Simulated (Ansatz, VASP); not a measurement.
**One calculation of Os, two programs**

```
Os
1.0
     2.51676    0.00000    0.00000
     0.00000    2.51676    0.00000
     0.00000    0.00000    2.51676
Os
1
Cartesian
  0.0000 0.0000 0.0000
```

Alike in both runs: functional LDA; k mesh 17 × 17 × 17; occupations fermi-dirac, width 0.05 eV; no spin polarisation.

Ansatz relaxed the structure, and its values are those at the end. VASP's run is a single point on that final structure, the one shown.

```csv
,VASP,Ansatz
version,VASP 6.6.1,Ansatz 0.2.0
potentials or method,"VASP PAW LDA potentials, release 64 (Os)","PAW with Ansatz's default frozen-core files, scalar-relativistic"
plane-wave cutoff (eV),520,420
valence electrons in the cell,8,16
```

|  | VASP | Ansatz | Ansatz less VASP |
| --- | --- | --- | --- |
| pressure (GPa) | 0.0 | 0.0 | -0.05 |

LDA's correlation is that of Perdew and Zunger in VASP and of Perdew and Wang (1992) in Ansatz. VASP's potentials hold 8 valence electrons a cell and Ansatz's 16, so a difference there can come from the potentials and not from the codes.

Spin-orbit coupling is off throughout.
